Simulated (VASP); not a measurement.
## YHg: vibrations by perturbation theory with PBEsol

Crystal: YHg.

```xyz
2
Lattice="3.6660 0.0000 0.0000 0.0000 3.6660 0.0000 0.0000 0.0000 3.6660" Properties=species:S:1:pos:R:3 pbc="T T T"
Y     1.8330    1.8330    1.8330
Hg    0.0000    0.0000    0.0000
```

```json
{
  "Program": "VASP 6.6.1",
  "Task": "vibrations by perturbation theory",
  "Functional": "PBEsol",
  "Potentials or basis": "VASP PAW PBE potentials, release 64 (Y_sv, Hg)",
  "Cutoff": "520 eV",
  "k mesh": "10 × 10 × 10",
  "Occupations": "fermi-dirac, width 0.08 eV",
  "Spin": "no spin polarisation",
  "Dipole correction": "no",
  "Further INCAR settings": "ALGO = Normal; EDIFF = 1e-08; NBANDS = 18; IBRION = 8; NSW = 1"
}
```

* Highest phonon frequency at Γ, LO-TO splitting left out: 101 cm⁻¹

Phonon frequencies in cm⁻¹ (negative: imaginary):
| q point | frequencies |
| --- | --- |
| (0.000, 0.000, 0.000) | 0 0 0 101 101 101 |

Run time: 5.8 min on 1 thread of Intel(R) Xeon(R) Platinum 8488C (Sapphire Rapids), with other jobs on the host, peak memory 0.38 GiB.
